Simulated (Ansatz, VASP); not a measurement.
One calculation of Fe, two programs

INCAR

```
PREC     = Accurate       # precision mode
ENCUT    = 520            # plane-wave cutoff, eV
EDIFF    = 1E-8           # SCF threshold, eV
ISMEAR   = -1             # smearing method
SIGMA    = 0.05           # smearing width, eV
LREAL    = False          # projectors in reciprocal space
LASPH    = True           # aspherical terms in the spheres
NELM     = 150            # most SCF steps
ALGO     = Normal         # electronic algorithm
ISIF     = 2              # what is computed and relaxed
LWAVE    = False          # write WAVECAR
LCHARG   = False          # write CHGCAR
ISPIN    = 2              # spin polarisation
MAGMOM   = 3              # initial moments
LORBIT   = 11             # projections on sites
LMAXMIX  = 4              # l up to which the mixer works
GGA      = PE             # functional
LEFG     = True         
NBANDS   = 14             # bands
```

The input KPOINTS:

```
regular mesh
0
Gamma
  16 16 16
```

File POSCAR:

```
Fe
1.0
    0.0000000000      1.9417396906      1.9454541107
    1.4984397099      0.0000000000      1.9454541107
    1.4984397099      1.9417396906      0.0000000000
Fe
1
Direct
    0.0000000000      0.0000000000      0.0000000000
```

Input for Ansatz:

```yaml
crystal:
  lattice:
    - [0.0, 1.9417396906, 1.9454541107]
    - [1.4984397099, 0.0, 1.9454541107]
    - [1.4984397099, 1.9417396906, 0.0]
  atoms:
    - { symbol: Fe, position: [0.0, 0.0, 0.0], spin: 3.0 }
magnetization:
  spin_polarized: true
kpoints:
  mp_grid: { grid: [16, 16, 16] }
scf:
  occupations: { method: fermi_dirac, width: 0.05 }
hamiltonian:
  xc: pbe
  pseudopotentials: { kind: all_electron, datasets: crystal }
output:
  forces: true
  stress: true
  eigenvalues: true
  efg: { contact_densities: true }
```

Change from the starting cell: zz strain of -1 %, crystal datasets.

Alike in both runs: task electric field gradients; functional PBE; k mesh 16 × 16 × 16; occupations fermi-dirac, width 0.05 eV; collinear spin.

```csv
,VASP,Ansatz
version,VASP 6.6.1,Ansatz 0.2.0
potentials or method,"VASP PAW PBE potentials, release 64 (Fe), cutoff 520 eV","all-electron PAW with datasets made for the crystal, scalar-relativistic"
```

VASP gave:

* pressure (GPa): 1.5
* traceless stress, the component that is largest in VASP (GPa): -5.85
* net moment per atom (μB): 2.21
* size of the moment on the site where the two differ most (μB): 2.21
* size of Vzz on the site where it differs most (V/Å²): 6.7

Question: Which values does Ansatz return?

Answer: Pressure (GPa): 1.3; traceless stress, the component that is largest in VASP (GPa): -5.99; net moment per atom (μB): 2.18; size of the moment on the site where the two differ most (μB): 2.23; size of Vzz on the site where it differs most (V/Å²): 8.2.

Site moments also hang on the region over which each program counts them. Ansatz ran all-electron here, and VASP with PAW potentials. Ansatz's warnings: printed levels off.
